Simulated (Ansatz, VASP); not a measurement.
One calculation of SnO2, two programs

Contents of INCAR:

```
SYSTEM = SnO2
PREC = Accurate
ENCUT = 520
EDIFF = 1E-6
ISMEAR = 0
SIGMA = 0.05
LREAL = .False.
LASPH = .True.
NELM = 100
ALGO = Normal
ISIF = 2
LWAVE = .False.
LCHARG = .False.
GGA = CA
NBANDS = 35
```

The input KPOINTS:

```
Automatic mesh
0
Gamma
  4 4 6
  0 0 0
```

POSCAR

```
SnO2
1.0
    4.7880040000     -0.0718200600     -0.0718200600
   -0.0729987300      4.8665820000     -0.0729987300
   -0.0486134700     -0.0486134700      3.2408980000
Sn O
2 4
Direct
    0.5000000000      0.5000000000      0.5000000000
    0.0000000000      0.0000000000      0.0000000000
    0.2918550000      0.3210420000      0.0000000000
    0.7918550000      0.1789580000      0.5000000000
    0.2081450000      0.8210420000      0.5000000000
    0.7081450000      0.6789580000      0.0000000000
```

Input for Ansatz:

```yaml
crystal:
  lattice:
    - [4.788004, -0.07182005999999999, -0.07182005999999999]
    - [-0.07299873, 4.866582, -0.07299873]
    - [-0.04861347, -0.04861347, 3.240898]
  atoms:
    - { symbol: Sn, position: [0.5, 0.5, 0.5] }
    - { symbol: Sn, position: [0.0, 0.0, 0.0] }
    - { symbol: O, position: [0.291855, 0.321042, 0.0] }
    - { symbol: O, position: [0.791855, 0.178958, 0.5] }
    - { symbol: O, position: [0.208145, 0.821042, 0.5] }
    - { symbol: O, position: [0.708145, 0.678958, 0.0] }
basis:
  ecutwfc: 510.0
kpoints:
  mp_grid:
    grid: [4, 4, 6]
hamiltonian:
  xc: lda
scf:
  occupations:
    method: gaussian
    width: 0.05
output:
  stress: true
```

Alike in both runs: task single point; functional LDA; k mesh 4 × 4 × 6; occupations gaussian, width 0.05 eV; no spin polarisation.

|  | VASP | Ansatz |
| --- | --- | --- |
| version | VASP 6.6.1 | Ansatz 0.2.0 |
| potentials or method | VASP PAW LDA potentials, release 64 (Sn_d, O), cutoff 520 eV | plane waves, PAW |
| valence electrons in the cell | 52 | 52 |

|  | VASP | Ansatz | Ansatz less VASP |
| --- | --- | --- | --- |
| pressure (GPa) | -9.9 | -10.7 | -0.81 |
| traceless stress, the component that is largest in VASP (GPa) | 5.24 | 5.18 | -0.052 |

LDA's correlation is that of Perdew and Zunger in VASP and of Perdew and Wang (1992) in Ansatz.
